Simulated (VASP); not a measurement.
# Ru16CO in VASP: single point with PBE+D3(BJ)

Aim: the single point of Ru16CO with PBE+D3(BJ).

Program: VASP 6.6.1. These are calculated values, not measurements. Logs are shortened: lines on timing, memory, paths and dates and some standing lists are left out, and cuts for length are marked.

## (1) The cell of the first run

The cell holds a slab with vacuum, 18 atoms: a = 5.395 Å, b = 5.395 Å, c = 25.088 Å, α = 90.00°, β = 90.00°, γ = 120.00°.

## (2) Single point, PBE+D3(BJ)

The input, INCAR:

```
SYSTEM = Ru16CO
PREC = Accurate
ENCUT = 520
EDIFF = 1E-6
ISMEAR = 0
SIGMA = 0.1
LREAL = Auto
LASPH = .TRUE.
NELM = 120
ALGO = Normal
ISIF = 2
LWAVE = .FALSE.
LCHARG = .FALSE.
LDIPOL = .TRUE.
IDIPOL = 3
DIPOL = 0.5 0.5 0.316
GGA = PE
IVDW = 12
NBANDS = 148
GGA_COMPAT = .FALSE.
NELMDL = -8
```

The input, KPOINTS:

```
regular mesh
0
G
  6 6 1
  0 0 0
```

The input, POSCAR:

```
Ru16CO
1.0
    5.3951895594      0.0000000000      0.0000000000
   -2.6975947797      4.6723712167      0.0000000000
    0.0000000000      0.0000000000     25.0883144398
Ru O C
16 1 1
Direct
    0.3333333333      0.1666666667      0.1594367772
    0.3333333333      0.6666666667      0.1594367772
    0.8333333333      0.1666666667      0.1594367772
    0.8333333333      0.6666666667      0.1594367772
    0.1666666667      0.3333333333      0.2444528113
    0.1666666667      0.8333333333      0.2444528113
    0.6666666667      0.3333333333      0.2444528113
    0.6666666667      0.8333333333      0.2444528113
    0.3333333333      0.1666666667      0.3293143402
    0.3333333333      0.6666666667      0.3293143402
    0.8333333333      0.1666666667      0.3293143402
    0.8333333333      0.6666666667      0.3293143402
    0.1666666667      0.3333333333      0.4120768840
    0.1666666667      0.8333333333      0.4120768840
    0.6666666667      0.3333333333      0.4120768840
    0.6666666667      0.8333333333      0.4120768840
    0.1666666667      0.3333333333      0.5316544669
    0.1666666667      0.3333333333      0.5774925404
```

Potentials or basis: VASP PAW PBE potentials, release 64 (Ru_sv, O, C).

Started as:

```sh
$ cat potpaw_PBE.64/Ru_sv/POTCAR potpaw_PBE.64/O/POTCAR potpaw_PBE.64/C/POTCAR > POTCAR
$ mpirun -np 1 vasp_std > vasp.out
```

OUTCAR:

```text
SYSTEM = Ru16CO
   PREC = Accurate
   ENCUT = 520
   EDIFF = 1E-6
   ISMEAR = 0
   LREAL = Auto
   LASPH = .TRUE.
   NELM = 120
   ISIF = 2
   GGA = PE
   IVDW = 12
   NELMDL = -8
 IVDW          = 12

 ion  position               nearest neighbor table
   1  0.333  0.167  0.159-   5 2.64   7 2.64   6 2.64   3 2.70   3 2.70   2 2.70   2 2.70   4 2.70
                             4 2.70
   2  0.333  0.667  0.159-   6 2.64   8 2.64   5 2.64   4 2.70   4 2.70   3 2.70   1 2.70   1 2.70
                             3 2.70
   3  0.833  0.167  0.159-   7 2.64   5 2.64   8 2.64   1 2.70   1 2.70   2 2.70   4 2.70   4 2.70
                             2 2.70
   4  0.833  0.667  0.159-   8 2.64   6 2.64   7 2.64   2 2.70   2 2.70   1 2.70   3 2.70   3 2.70
                             1 2.70
   5  0.167  0.333  0.244-   9 2.64  11 2.64  10 2.64   1 2.64   3 2.64   2 2.64   7 2.70   7 2.70
                             6 2.70   6 2.70   8 2.70   8 2.70
   6  0.167  0.833  0.244-  10 2.64  12 2.64   9 2.64   2 2.64   4 2.64   1 2.64   8 2.70   8 2.70
                             7 2.70   5 2.70   5 2.70   7 2.70
   7  0.667  0.333  0.244-  11 2.64   9 2.64  12 2.64   3 2.64   1 2.64   4 2.64   5 2.70   5 2.70
                             6 2.70   8 2.70   8 2.70   6 2.70
   8  0.667  0.833  0.244-  12 2.64  10 2.64  11 2.64   4 2.64   2 2.64   3 2.64   6 2.70   6 2.70
                             5 2.70   7 2.70   7 2.70   5 2.70
   9  0.333  0.167  0.329-  13 2.60  15 2.60  14 2.60   5 2.64   7 2.64   6 2.64  11 2.70  11 2.70
                            10 2.70  10 2.70  12 2.70  12 2.70
  10  0.333  0.667  0.329-  14 2.60  16 2.60  13 2.60   6 2.64   8 2.64   5 2.64  12 2.70  12 2.70
                            11 2.70   9 2.70   9 2.70  11 2.70
  11  0.833  0.167  0.329-  15 2.60  13 2.60  16 2.60   7 2.64   5 2.64   8 2.64   9 2.70   9 2.70
                            10 2.70  12 2.70  12 2.70  10 2.70
  12  0.833  0.667  0.329-  16 2.60  14 2.60  15 2.60   8 2.64   6 2.64   7 2.64  10 2.70  10 2.70
                             9 2.70  11 2.70  11 2.70   9 2.70
  13  0.167  0.333  0.412-   9 2.60  11 2.60  10 2.60  15 2.70  15 2.70  16 2.70  14 2.70  14 2.70
                            16 2.70
  14  0.167  0.833  0.412-  10 2.60  12 2.60   9 2.60  16 2.70  16 2.70  13 2.70  13 2.70  15 2.70
                            15 2.70
  15  0.667  0.333  0.412-  11 2.60   9 2.60  12 2.60  13 2.70  13 2.70  16 2.70  16 2.70  14 2.70
                            14 2.70
  16  0.667  0.833  0.412-  12 2.60  10 2.60  11 2.60  14 2.70  14 2.70  15 2.70  15 2.70  13 2.70
                            13 2.70
  17  0.167  0.333  0.532-  18 1.15
  18  0.167  0.333  0.577-  17 1.15

  LATTYP: Found a hexagonal cell.
 ALAT       =     5.3951895594
 C/A-ratio  =     4.6501265921

  Lattice vectors:

 A1 = (   5.3951895594,   0.0000000000,   0.0000000000)
 A2 = (  -2.6975947797,   4.6723712167,   0.0000000000)
 A3 = (   0.0000000000,   0.0000000000,  25.0883144398)

Analysis of symmetry for initial positions (statically):
=====================================================================
 Subroutine PRICEL returns:
 Original cell was already a primitive cell.

 Routine SETGRP: Setting up the symmetry group for a
 hexagonal supercell.

 Subroutine GETGRP returns: Found  6 space group operations
 (whereof  2 operations were pure point group operations)
 out of a pool of 24 trial point group operations.

The static configuration has the point symmetry C_1h.
 The point group associated with its full space group is C_3v.

Analysis of symmetry for dynamics (positions and initial velocities):
=====================================================================
 Subroutine PRICEL returns:
 Original cell was already a primitive cell.

 Routine SETGRP: Setting up the symmetry group for a
 hexagonal supercell.

 Subroutine GETGRP returns: Found  6 space group operations
 (whereof  2 operations were pure point group operations)
 out of a pool of 24 trial point group operations.

The dynamic configuration has the point symmetry C_1h.
 The point group associated with its full space group is C_3v.

 Subroutine INISYM returns: Found  6 space group operations
 (whereof  2 operations are pure point group operations),
 and found     1 'primitive' translations

----------------------------------------------------------------------------------------

                                     Primitive cell

  volume of cell :     632.4345

  direct lattice vectors                    reciprocal lattice vectors
     5.395189559  0.000000000  0.000000000     0.185350299  0.107012045  0.000000000
    -2.697594780  4.672371217  0.000000000     0.000000000  0.214024090  0.000000000
     0.000000000  0.000000000 25.088314440     0.000000000  0.000000000  0.039859194

  length of vectors
     5.395189559  5.395189559 25.088314440     0.214024090  0.214024090  0.039859194

  position of ions in fractional coordinates (direct lattice)
     0.333333333  0.166666667  0.159436777
     0.333333333  0.666666667  0.159436777
     0.833333333  0.166666667  0.159436777
     0.833333333  0.666666667  0.159436777
     0.166666667  0.333333333  0.244452811
     0.166666667  0.833333333  0.244452811
[... 10 lines left out ...]
     0.166666667  0.333333333  0.531654467
     0.166666667  0.333333333  0.577492540

  ion indices of the primitive-cell ions
   primitive index   ion index
                 1           1
                 2           2
                 3           3
                 4           4
                 5           5
                 6           6
[... 10 lines left out ...]
                17          17
                18          18

----------------------------------------------------------------------------------------

 KPOINTS: regular mesh

Automatic generation of k-mesh.
 Grid dimensions read from file:
 generate k-points for:    6    6    1

 Generating k-lattice:

  Cartesian coordinates                     Fractional coordinates (reciprocal lattice)
     0.030891717  0.017835341  0.000000000     0.166666667  0.000000000  0.000000000
     0.000000000  0.035670682  0.000000000     0.000000000  0.166666667  0.000000000
     0.000000000  0.000000000  0.039859194     0.000000000  0.000000000  1.000000000

  Length of vectors
     0.035670682  0.035670682  0.039859194

  Shift w.r.t. Gamma in fractional coordinates (k-lattice)
     0.000000000  0.000000000  0.000000000

 Subroutine IBZKPT returns following result:
 ===========================================

 Found      7 irreducible k-points:

 Following reciprocal coordinates:
            Coordinates               Weight
  0.000000  0.000000  0.000000      1.000000
  0.166667 -0.000000  0.000000      6.000000
  0.333333 -0.000000  0.000000      6.000000
  0.500000 -0.000000  0.000000      3.000000
  0.166667  0.166667  0.000000      6.000000
  0.333333  0.166667  0.000000     12.000000
  0.333333  0.333333  0.000000      2.000000
   k-points           NKPTS =      7   k-points in BZ     NKDIM =      7   number of bands    NBANDS=    148
   number of dos      NEDOS =    301   number of ions     NIONS =     18
   total plane-waves  NPLWV = 307200
   dimension x,y,z NGX =    40 NGY =   40 NGZ =  192
   dimension x,y,z NGXF=    80 NGYF=   80 NGZF=  384
   ions per type =              16   1   1
   NGX,Y,Z   is equivalent  to a cutoff of  12.33, 12.33, 12.72 a.u.
   NGXF,Y,Z  is equivalent  to a cutoff of  24.65, 24.65, 25.45 a.u.
 SYSTEM =  Ru16CO
   PREC   = accura    normal or accurate (medium, high low for compatibility)
   ISTART =      0    job   : 0-new  1-cont  2-samecut
   ICHARG =      2    charge: 1-file 2-atom 10-const
   ISPIN  =      1    spin polarized calculation?
   LNONCOLLINEAR =      F non collinear calculations
   LSORBIT =      F    spin-orbit coupling
   LASPH  =      T    aspherical Exc in radial PAW
   ENCUT  =  520.0 eV  38.22 Ry    6.18 a.u.  10.03 10.03 46.65*2*pi/ulx,y,z
   NELM   =    120;   NELMIN=  2; NELMDL= -8     # of ELM steps
   EDIFF  = 0.1E-05   stopping-criterion for ELM
   LREAL  =      T    real-space projection
   EDIFFG = 0.1E-04   stopping-criterion for IOM
   NSW    =      0    number of steps for IOM
   IBRION =     -1    ionic relax: 0-MD 1-quasi-New 2-CG
   NFREE  =      0    steps in history (QN), initial steepest desc. (CG)
   ISIF   =      2    stress and relaxation
   ISYM   =      2    0-nonsym 1-usesym 2-fastsym
   POTIM  = 0.5000    time-step for ionic-motion
   TEBEG  =    0.0;   TEEND  =   0.0 temperature during run
   PSTRESS=    0.0 pullay stress
   NELECT =     266.0000    total number of electrons
   NUPDOWN=      -1.0000    fix difference up-down
   EMIN   =  10.00;   EMAX   =-10.00  energy-range for DOS
   EFERMI =   0.00;   METHOD = LEGACY
   ISMEAR =     0;   SIGMA  =   0.10  broadening in eV -4-tet -1-fermi 0-gaus
   EFERMI_NEDOS =   21; number of points for ismear=-14 and -15
   IALGO  =     38    algorithm
   IMIX   =      4    mixing-type and parameters
     AMIX     =   0.40;   BMIX     =  1.00
     AMIX_MAG =   1.60;   BMIX_MAG =  1.00
  volume/ion in A,a.u.               =      35.14       237.10
  Fermi-wavevector in a.u.,A,eV,Ry     =   1.226583  2.317905 20.470038  1.504505
  Thomas-Fermi vector in A             =   2.361578
   LORBIT       =      0    0 simple, 1 ext, 2 COOP (PROOUT), +10 PAW based schemes
   GGA     = PE    functional components
   LHFCALC =     F    Hartree Fock is set to
   AEXX    =    0.0000 exact exchange contribution
   IVDW    =    12    specifies the selected vdW correction
   LEPSILON=     F    determine dielectric tensor
   LRPA    =     F    only Hartree local field effects (RPA)
 non-spin polarized calculation
 Gauss-broadening in eV      SIGMA  =   0.10
  energy-cutoff  :      520.00
  volume of cell :      632.43
 maximum number of plane-waves:     17052
   NGX = 21   NGY = 21   NGZ = 93

 dipolmoment           0.000000      0.000000      0.097444 electrons x Angstroem

 number of electron     266.0000023 magnetization

 dipolmoment           0.000000      0.000000     -0.028379 electrons x Angstroem

 Free energy of the ion-electron system (eV)
  ---------------------------------------------------
  ext. energy  EPLUGINS =         0.00000000
  ---------------------------------------------------
  free energy    TOTEN  =      -154.92774881 eV

  energy without entropy =     -154.83184688  energy(sigma->0) =     -154.87979784

 E-fermi :   2.3029     XC(G=0):  -6.1985

 val. band max:        2.2962988802   @ k =   0.5000  -0.0000   0.0000
 cond. band min:       2.3248628646   @ k =   0.3333  -0.0000   0.0000
 fundamental gap:      0.0285639844
 Fermi energy:         2.3028707788

 k-point     1 :       0.0000    0.0000    0.0000
  band No.  band energies     occupation
      1     -70.9920      2.00000
      2     -70.8741      2.00000
      3     -70.8489      2.00000
      4     -70.8489      2.00000
      5     -70.8409      2.00000
      6     -70.7890      2.00000
[... 137 lines left out ...]
    144       3.7258      0.00000
    145       3.7258      0.00000

 k-point     2 :       0.1667   -0.0000    0.0000
  band No.  band energies     occupation
      1     -70.9828      2.00000
      2     -70.8681      2.00000
      3     -70.8578      2.00000
      4     -70.8489      2.00000
      5     -70.8426      2.00000
      6     -70.7927      2.00000
[... 877 lines left out ...]
    144       3.1408      0.00000
    145       3.1625      0.00000
 [bands above 145 left out]

------------------------ aborting loop because EDIFF is reached ----------------------------------------

 vacuum level on the upper side and lower side of the slab       (xc-potential included)        -0.240        -0.042

 Edisp (eV)   -7.56899

 E8    (eV) :    -3.5515

  FORCE on cell =-STRESS in cart. coord.  units (eV):
  Direction    XX          YY          ZZ          XY          YZ          ZX
  --------------------------------------------------------------------------------------
  -------------------------------------------------------------------------------------
  Total     -12.78650   -12.78650    -5.96010    -0.00000    -0.00000     0.00000
  in kB     -32.39267   -32.39267   -15.09901    -0.00000    -0.00000     0.00000
  external pressure =      -26.63 kB  Pullay stress =        0.00 kB

 VOLUME and BASIS-vectors are now :
 -----------------------------------------------------------------------------
  energy-cutoff  :      520.00
  volume of cell :      632.43
      direct lattice vectors                 reciprocal lattice vectors
     5.395189559  0.000000000  0.000000000     0.185350299  0.107012045  0.000000000
    -2.697594780  4.672371217  0.000000000     0.000000000  0.214024090  0.000000000
     0.000000000  0.000000000 25.088314440     0.000000000  0.000000000  0.039859194

 POSITION                                       TOTAL-FORCE (eV/Angst)
 -----------------------------------------------------------------------------------
      1.34880      0.77873      4.00000         0.007601     -0.004388      0.536955
     -0.00000      3.11491      4.00000        -0.000000      0.008777      0.536955
      4.04639      0.77873      4.00000        -0.007601     -0.004388      0.536955
      2.69759      3.11491      4.00000        -0.000000     -0.000000      0.532397
      0.00000      1.55746      6.13291        -0.000000     -0.000000     -0.522186
     -1.34880      3.89364      6.13291        -0.007981     -0.004608     -0.533515
[... 10 lines left out ...]
      0.00000      1.55746     13.33831        -0.000000     -0.000000      0.709221
      0.00000      1.55746     14.48831        -0.000000     -0.000000     -0.633898
 -----------------------------------------------------------------------------------
    total drift:                                0.000007     -0.000001      0.009702

  FREE ENERGIE OF THE ION-ELECTRON SYSTEM (eV)
  ---------------------------------------------------
  free  energy   TOTEN  =      -162.4967371140 eV

  energy  without entropy=     -162.4008351772  energy(sigma->0) =     -162.44878615

 vacuum level on the upper side and lower side of the slab         7.067         7.270
```

Wall time 50 min (1 thread of AMD EPYC 7R43 (Zen 3), shared host); peak memory 0.83 GiB.

Results:

* Free energy: -162.4967 eV
* Largest force: 0.709 eV/Å
* Band gap on the k mesh: zero (bands 133 and 134 overlap by 1.26 eV)
* Dispersion energy per atom: -0.420 eV

Forces in eV/Å, atoms in the order of the input:
```
Ru   0.008 -0.004  0.537
Ru   0.000  0.009  0.537
Ru  -0.008 -0.004  0.537
Ru   0.000  0.000  0.532
Ru   0.000  0.000 -0.522
Ru  -0.008 -0.005 -0.534
Ru   0.000  0.009 -0.534
Ru   0.008 -0.005 -0.534
Ru   0.054 -0.031  0.017
Ru   0.000  0.062  0.017
Ru  -0.054 -0.031  0.017
Ru   0.000  0.000 -0.065
Ru   0.000  0.000  0.050
Ru  -0.006 -0.004 -0.044
Ru   0.000  0.007 -0.044
Ru   0.006 -0.004 -0.044
O    0.000  0.000  0.709
C    0.000  0.000 -0.634
```

Levels at points of the mesh, in eV from the Fermi level:
```tsv
k point	band 130	band 131	band 132	band 133	band 134	band 135	band 136	band 137
(0.00, 0.00, 0.00)	0.18	0.19	1.00	1.00	1.08	1.08	1.08	1.19
(0.50, 0.00, 0.00)	-0.62	-0.62	-0.57	-0.57	-0.08	-0.07	-0.01	0.03
```

The gap in the log of VASP goes by the Fermi energy; the results here count the filled bands.